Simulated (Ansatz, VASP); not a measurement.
# Two plane-wave programs on NaCl

```xyz
2
Lattice="2.8600 0.0000 0.0000 0.0000 2.8600 0.0000 0.0000 0.0000 2.8600" Properties=species:S:1:pos:R:3 pbc="T T T"
Na    0.0000    0.0000    0.0000
Cl    1.4300    1.4300    1.4300
```

Alike in both runs: task electric field gradients; functional PBE; k mesh 4 × 4 × 4; occupations fermi-dirac, width 0.03 eV; no spin polarisation.

|  | VASP | Ansatz |
| --- | --- | --- |
| version | VASP 6.6.1 | Ansatz 0.2.0 |
| potentials or method | VASP PAW PBE potentials, release 64 (Na_pv, Cl) | PAW with Ansatz's default frozen-core files, scalar-relativistic |
| plane-wave cutoff (eV) | 520 | 420 |
| valence electrons in the cell | 14 | 16 |

VASP gave:

* gap on the k mesh at the Fermi level (eV): 4.39

Task: Estimate Ansatz's values.

Result: gap on the k mesh at the Fermi level (eV): 4.35.

With one functional, cell and mesh, what is left measures potentials, basis and numerics. VASP's potentials hold 14 valence electrons a cell and Ansatz's 16, so a difference there can come from the potentials and not from the codes.

The k mesh is coarse, so the values compare programs but aren't converged.
